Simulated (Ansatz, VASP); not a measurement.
# Sb: VASP beside Ansatz

INCAR

```
  ALGO = Normal
  EDIFF = 1E-7
  ENCUT = 520
  GGA = PE
  GGA_COMPAT = False
  ISIF = 2
  ISMEAR = -1
  LASPH = True
  LCHARG = True
  LORBIT = 11
  LORBMOM = True
  LREAL = False
  LSORBIT = True
  LVHAR = True
  LWAVE = False
  MAGMOM = 0 0 0 0 0 0
  NBANDS = 22
  NELM = 150
  PREC = Accurate
  SIGMA = 0.05
```

KPOINTS

```
k-points
0
Gamma
  12 12 7
```

File POSCAR:

```
Sb
1.0
    3.3690001795      0.0000000000      0.0000000000
   -1.6845000898      2.9176397408      0.0000000000
    0.0000000000      0.0000000000      5.3300000000
Sb
2
Direct
    0.3333333333      0.6666666667      0.2500000000
    0.6666666667      0.3333333333      0.7500000000
```

Input for Ansatz:

```yaml
crystal:
  lattice:
    - [3.3690001795, 0.0, 0.0]
    - [-1.6845000898, 2.9176397408, 0.0]
    - [0.0, 0.0, 5.33]
  atoms:
    - { symbol: Sb, position: [0.3333333333, 0.6666666667, 0.25] }
    - { symbol: Sb, position: [0.6666666667, 0.3333333333, 0.75] }
kpoints:
  mp_grid: { grid: [12, 12, 7] }
  band_path:
    path:
      - [0.0, 0.0, 0.0]
      - [0.5, 0.0, 0.0]
      - [0.3333333333, 0.3333333333, 0.0]
      - [0.0, 0.0, 0.0]
      - [0.0, 0.0, 0.5]
      - [0.5, 0.0, 0.5]
      - [0.3333333333, 0.3333333333, 0.5]
      - [0.0, 0.0, 0.5]
      - [0.5, 0.0, 0.5]
    npoints: 5
scf:
  occupations: { method: fermi_dirac, width: 0.05 }
hamiltonian:
  xc: pbe
  pseudopotentials: { kind: all_electron, lapw: { basis_error: 0.0005 } }
output:
  forces: true
  stress: true
  eigenvalues: true
magnetization:
  noncollinear: true
  spin_orbit: true
```

Alike in both runs: task single point; functional PBE; k mesh 12 × 12 × 7; occupations fermi-dirac, width 0.05 eV; non-collinear spin, spin-orbit coupling.

|  | VASP | Ansatz |
| --- | --- | --- |
| version | VASP 6.6.1 | Ansatz 0.2.0 |
| potentials or method | VASP PAW PBE potentials, release 64 (Sb), cutoff 520 eV | all-electron LAPW |

```tsv
	VASP	Ansatz	Ansatz less VASP
pressure (GPa)	3.0	3.1	+0.13
traceless stress, the component that is largest in VASP (GPa)	-0.71	-0.70	+0.005
net moment per atom (μB)	0.00	0.00	0.000
```

Ansatz ran all-electron here, and VASP with PAW potentials.
